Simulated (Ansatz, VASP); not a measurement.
## Co in VASP and in Ansatz

```
Co
1.0
     2.45123    0.00000    0.00000
    -1.22561    2.12282    0.00000
     0.00000    0.00000    3.98735
Co
2
Direct
  0.33333 0.66667 0.25000
  0.66667 0.33333 0.75000
```

Change from the starting cell: volume scaled by 0.975.

Alike in both runs: task single point; functional LDA; k mesh 17 × 17 × 9; occupations fermi-dirac, width 0.03 eV; collinear spin.

|  | VASP | Ansatz |
| --- | --- | --- |
| version | VASP 6.6.1 | Ansatz 0.2.0 |
| potentials or method | VASP PAW LDA potentials, release 64 (Co), cutoff 520 eV | all-electron LAPW, scalar-relativistic |

```tsv
	VASP	Ansatz	Ansatz less VASP
pressure (GPa)	-10.0	-9.1	+0.94
traceless stress, the component that is largest in VASP (GPa)	-1.64	-1.70	-0.059
net moment per atom (μB)	1.52	1.55	+0.032
size of the moment on the site where the two differ most (μB)	1.51	1.58	+0.070
```

LDA's correlation is that of Perdew and Zunger in VASP and of Perdew and Wang (1992) in Ansatz. Site moments also hang on the region over which each program counts them. Ansatz ran all-electron here, and VASP with PAW potentials.
